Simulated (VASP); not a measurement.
# PmC (Fm-3m) in VASP: single point with PBEsol

Aim: the single point of PmC with PBEsol.

Everything below comes from runs of VASP 6.6.1. Logs are shortened: lines on timing, memory, paths and dates and some standing lists are left out, and cuts for length are marked.

### Step 1. The cell of the first run

It takes space group Fm-3m (No. 225, cubic). The conventional cell has a = 5.091 Å, b = 5.091 Å, c = 5.091 Å, α = 90.00°, β = 90.00°, γ = 90.00°. Pm (site symmetry m-3m) has 6 C at 2.55 Å within 3.4 Å. Within 3.4 Å of C (site symmetry m-3m) lie 6 Pm at 2.55 Å.

### Step 2. Single point, PBEsol, collinear spin, ferromagnetic start

File INCAR:

```
  PREC = Accurate
  ENCUT = 520
  EDIFF = 1E-6
  ISMEAR = 0
  SIGMA = 0.05
  LREAL = F
  LASPH = T
  NELM = 150
  ALGO = Normal
  ISIF = 2
  LWAVE = F
  LCHARG = F
  ISPIN = 2
  MAGMOM = 4.23 0
  LORBIT = 11
  LMAXMIX = 6
  GGA = PS
  NBANDS = 20
```

File KPOINTS:

```
Automatic mesh
0
Gamma
  10 10 10
```

File POSCAR:

```
PmC
1.0
    0.0000000000      2.5457438702      2.5457438702
    2.5457438702      0.0000000000      2.5457438702
    2.5457438702      2.5457438702      0.0000000000
Pm C
1 1
Direct
    0.5000000000      0.5000000000      0.5000000000
    0.0000000000      0.0000000000      0.0000000000
```

Potentials or basis: VASP PAW PBE potentials, release 64 (Pm, C).

On the command line:

```
$ cat potpaw_PBE.64/Pm/POTCAR potpaw_PBE.64/C/POTCAR > POTCAR
$ mpirun -np 1 vasp_std > vasp.out
```

OUTCAR:

```text
PREC = Accurate
   ENCUT = 520
   EDIFF = 1E-6
   ISMEAR = 0
   LREAL = F
   LASPH = T
   NELM = 150
   ISIF = 2
   ISPIN = 2
   LORBIT = 11
   GGA = PS

 ion  position               nearest neighbor table
   1  0.500  0.500  0.500-   2 2.55   2 2.55   2 2.55   2 2.55   2 2.55   2 2.55
   2  0.000  0.000  0.000-   1 2.55   1 2.55   1 2.55   1 2.55   1 2.55   1 2.55

  LATTYP: Found a face centered cubic cell.
 ALAT       =     5.0914877404

  Lattice vectors:

 A1 = (   0.0000000000,   2.5457438702,   2.5457438702)
 A2 = (   2.5457438702,   0.0000000000,   2.5457438702)
 A3 = (   2.5457438702,   2.5457438702,   0.0000000000)

Analysis of symmetry for initial positions (statically):
=====================================================================
 Subroutine PRICEL returns:
 Original cell was already a primitive cell.

 Routine SETGRP: Setting up the symmetry group for a
 face centered cubic supercell.

 Subroutine GETGRP returns: Found 48 space group operations
 (whereof 48 operations were pure point group operations)
 out of a pool of 48 trial point group operations.

The static configuration has the point symmetry O_h .

Analysis of symmetry for dynamics (positions and initial velocities):
=====================================================================
 Subroutine PRICEL returns:
 Original cell was already a primitive cell.

 Routine SETGRP: Setting up the symmetry group for a
 face centered cubic supercell.

 Subroutine GETGRP returns: Found 48 space group operations
 (whereof 48 operations were pure point group operations)
 out of a pool of 48 trial point group operations.

The dynamic configuration has the point symmetry O_h .

Analysis of structural, dynamic, and magnetic symmetry:
=====================================================================
 Subroutine PRICEL returns:
 Original cell was already a primitive cell.

 Routine SETGRP: Setting up the symmetry group for a
 face centered cubic supercell.

 Subroutine GETGRP returns: Found 48 space group operations
 (whereof 48 operations were pure point group operations)
 out of a pool of 48 trial point group operations.

The overall configuration has the point symmetry O_h .

 Subroutine INISYM returns: Found 48 space group operations
 (whereof 48 operations are pure point group operations),
 and found     1 'primitive' translations

----------------------------------------------------------------------------------------

                                     Primitive cell

  volume of cell :      32.9970

  direct lattice vectors                    reciprocal lattice vectors
     0.000000000  2.545743870  2.545743870    -0.196406247  0.196406247  0.196406247
     2.545743870  0.000000000  2.545743870     0.196406247 -0.196406247  0.196406247
     2.545743870  2.545743870  0.000000000     0.196406247  0.196406247 -0.196406247

  length of vectors
     3.600225508  3.600225508  3.600225508     0.340185599  0.340185599  0.340185599

  position of ions in fractional coordinates (direct lattice)
     0.500000000  0.500000000  0.500000000
     0.000000000  0.000000000  0.000000000

  ion indices of the primitive-cell ions
   primitive index   ion index
                 1           1
                 2           2

----------------------------------------------------------------------------------------

 KPOINTS: Automatic mesh

Automatic generation of k-mesh.
 Grid dimensions read from file:
 generate k-points for:   10   10   10

 Generating k-lattice:

  Cartesian coordinates                     Fractional coordinates (reciprocal lattice)
    -0.019640625  0.019640625  0.019640625     0.100000000  0.000000000  0.000000000
     0.019640625 -0.019640625  0.019640625     0.000000000  0.100000000  0.000000000
     0.019640625  0.019640625 -0.019640625     0.000000000  0.000000000  0.100000000

  Length of vectors
     0.034018560  0.034018560  0.034018560

  Shift w.r.t. Gamma in fractional coordinates (k-lattice)
     0.000000000  0.000000000  0.000000000

 Subroutine IBZKPT returns following result:
 ===========================================

 Found     47 irreducible k-points:

 Following reciprocal coordinates:
            Coordinates               Weight
  0.000000  0.000000  0.000000      1.000000
  0.100000  0.000000  0.000000      8.000000
  0.200000  0.000000  0.000000      8.000000
  0.300000  0.000000  0.000000      8.000000
  0.400000  0.000000  0.000000      8.000000
  0.500000  0.000000  0.000000      4.000000
[... 16 lines left out ...]
  0.300000  0.300000  0.000000      6.000000
  0.400000  0.300000  0.000000     24.000000
 [... further k-points ...]
   k-points           NKPTS =     47   k-points in BZ     NKDIM =     47   number of bands    NBANDS=     20
   number of dos      NEDOS =    301   number of ions     NIONS =      2
   total plane-waves  NPLWV =  21952
   dimension x,y,z NGX =    28 NGY =   28 NGZ =   28
   dimension x,y,z NGXF=    56 NGYF=   56 NGZF=   56
   ions per type =               1   1
   NGX,Y,Z   is equivalent  to a cutoff of  12.93, 12.93, 12.93 a.u.
   NGXF,Y,Z  is equivalent  to a cutoff of  25.86, 25.86, 25.86 a.u.
 SYSTEM =  unknown system
   PREC   = accura    normal or accurate (medium, high low for compatibility)
   ISTART =      0    job   : 0-new  1-cont  2-samecut
   ICHARG =      2    charge: 1-file 2-atom 10-const
   ISPIN  =      2    spin polarized calculation?
   LNONCOLLINEAR =      F non collinear calculations
   LSORBIT =      F    spin-orbit coupling
   LASPH  =      T    aspherical Exc in radial PAW
   ENCUT  =  520.0 eV  38.22 Ry    6.18 a.u.   6.69  6.69  6.69*2*pi/ulx,y,z
   NELM   =    150;   NELMIN=  2; NELMDL= -5     # of ELM steps
   EDIFF  = 0.1E-05   stopping-criterion for ELM
   LREAL  =      F    real-space projection
   EDIFFG = 0.1E-04   stopping-criterion for IOM
   NSW    =      0    number of steps for IOM
   IBRION =     -1    ionic relax: 0-MD 1-quasi-New 2-CG
   NFREE  =      0    steps in history (QN), initial steepest desc. (CG)
   ISIF   =      2    stress and relaxation
   ISYM   =      2    0-nonsym 1-usesym 2-fastsym
   POTIM  = 0.5000    time-step for ionic-motion
   TEBEG  =    0.0;   TEEND  =   0.0 temperature during run
   PSTRESS=    0.0 pullay stress
   NELECT =      19.0000    total number of electrons
   NUPDOWN=      -1.0000    fix difference up-down
   EMIN   =  10.00;   EMAX   =-10.00  energy-range for DOS
   EFERMI =   0.00;   METHOD = LEGACY
   ISMEAR =     0;   SIGMA  =   0.05  broadening in eV -4-tet -1-fermi 0-gaus
   EFERMI_NEDOS =   21; number of points for ismear=-14 and -15
   IALGO  =     38    algorithm
   IMIX   =      4    mixing-type and parameters
     AMIX     =   0.40;   BMIX     =  1.00
     AMIX_MAG =   1.60;   BMIX_MAG =  1.00
  volume/ion in A,a.u.               =      16.50       111.34
  Fermi-wavevector in a.u.,A,eV,Ry     =   1.361971  2.573753 25.238346  1.854966
  Thomas-Fermi vector in A             =   2.488501
   LORBIT       =     11    0 simple, 1 ext, 2 COOP (PROOUT), +10 PAW based schemes
   GGA     = PS    functional components
   LHFCALC =     F    Hartree Fock is set to
   AEXX    =    0.0000 exact exchange contribution
   IVDW    =     0    specifies the selected vdW correction
   LEPSILON=     F    determine dielectric tensor
   LRPA    =     F    only Hartree local field effects (RPA)
 spin polarized calculation
 Gauss-broadening in eV      SIGMA  =   0.05
  energy-cutoff  :      520.00
  volume of cell :       33.00
 maximum number of plane-waves:       907
   NGX = 13   NGY = 13   NGZ = 13

 number of electron      19.0000003 magnetization       3.9048871

 Free energy of the ion-electron system (eV)
  ---------------------------------------------------
  ext. energy  EPLUGINS =         0.00000000
  ---------------------------------------------------
  free energy    TOTEN  =       -16.91964982 eV

  energy without entropy =      -16.90256263  energy(sigma->0) =      -16.91110622

 E-fermi :   6.4043     XC(G=0): -11.5964

 val. band max:        6.4041027715   @ k =   0.5000   0.0000   0.0000
 cond. band min:       6.4067510370   @ k =   0.5000   0.1000   0.0000
 fundamental gap:      0.0026482655
 Fermi energy:         6.4042835015

 spin component 1

 k-point     1 :       0.0000    0.0000    0.0000
  band No.  band energies     occupation
      1     -31.2787      1.00000
      2     -11.0010      1.00000
      3     -11.0010      1.00000
      4     -11.0010      1.00000
      5      -2.8112      1.00000
      6       5.6168      1.00000
[... 12 lines left out ...]
     19      11.3528      0.00000
     20      11.3528      0.00000
[... 507 lines left out ...]
 k-point    24 :       0.4000    0.3000    0.0000
  band No.  band energies     occupation
      1     -31.1267      1.00000
      2     -12.0138      1.00000
      3     -11.3947      1.00000
      4     -11.3485      1.00000
      5      -1.8449      1.00000
      6       5.2485      1.00000
[... 12 lines left out ...]
     19      14.0784      0.00000
     20      14.7621      0.00000

 [... further k-points ...]

 spin component 2

 k-point     1 :       0.0000    0.0000    0.0000
  band No.  band energies     occupation
      1     -29.4793      1.00000
      2      -9.6520      1.00000
      3      -9.6520      1.00000
      4      -9.6520      1.00000
      5      -2.8462      1.00000
      6       6.7334      0.00000
[... 12 lines left out ...]
     19      11.8894      0.00000
     20      11.8894      0.00000
[... 507 lines left out ...]
 k-point    24 :       0.4000    0.3000    0.0000
  band No.  band energies     occupation
      1     -29.3009      1.00000
      2     -10.8216      1.00000
      3     -10.1011      1.00000
      4     -10.0467      1.00000
      5      -1.9377      1.00000
      6       5.4958      1.00000
[... 12 lines left out ...]
     19      14.7895      0.00000
     20      15.2532      0.00000

 [... further k-points ...]
[... 5 lines left out ...]
  --------------------------------------------------------------------------------------
  -------------------------------------------------------------------------------------
  Total       -0.0320056     -0.0320056     -0.0320056      0.0000000      0.0000000      0.0000000
  in kB       -1.5540389     -1.5540389     -1.5540389      0.0000000      0.0000000      0.0000000
  external PRESSURE =      -1.5540389 kB  Pullay stress =       0.0000000 kB

 VOLUME and BASIS-vectors are now :
 -----------------------------------------------------------------------------
  energy-cutoff  :      520.00
  volume of cell :       33.00
      direct lattice vectors                 reciprocal lattice vectors
     0.000000000  2.545743870  2.545743870    -0.196406247  0.196406247  0.196406247
     2.545743870  0.000000000  2.545743870     0.196406247 -0.196406247  0.196406247
     2.545743870  2.545743870  0.000000000     0.196406247  0.196406247 -0.196406247

 POSITION                                       TOTAL-FORCE (eV/Angst)
 -----------------------------------------------------------------------------------
      2.54574      2.54574      2.54574         0.000000      0.000000      0.000000
      0.00000      0.00000      0.00000        -0.000000     -0.000000     -0.000000
 -----------------------------------------------------------------------------------
    total drift:                                0.000000      0.000000      0.000000

  FREE ENERGIE OF THE ION-ELECTRON SYSTEM (eV)
  ---------------------------------------------------
  free  energy   TOTEN  =       -16.9196498155 eV

  energy  without entropy=      -16.9025626330  energy(sigma->0) =      -16.91110622

 total charge

# of ion       s       p       d       f       tot
--------------------------------------------------
    1        2.018   5.591   0.672   4.078  12.359
    2        0.916   1.337   0.000   0.000   2.253
--------------------------------------------------
tot          2.934   6.928   0.672   4.078  14.612

 magnetization (x)

# of ion       s       p       d       f       tot
--------------------------------------------------
    1       -0.010   0.011   0.032   3.871   3.904
    2       -0.016  -0.111   0.000   0.000  -0.126
--------------------------------------------------
tot         -0.026  -0.100   0.032   3.871   3.778
```

Run time: 70 s. Hardware: 1 thread of Intel Xeon 6975P-C (Granite Rapids), shared host; peak memory 0.22 GiB.

Results:

- Free energy: -16.9196 eV
- Pressure: -0.2 GPa
- Net moment: 3.90 μB per cell
- Site moments: Pm +3.90; C -0.13 μB
- Valence electrons inside the program's atomic spheres: Pm 12.36; C 2.25

Caveat: the magnetic or orbital state may not be the lowest; the PAW data sets were made with another functional, which shifts forces and pressure a little; spin-orbit coupling is left out, which moves the levels of the heavy elements; semilocal functionals describe open f shells poorly, which spoils levels, moments and volumes. The state reached can hang on the start; a lower one may exist.
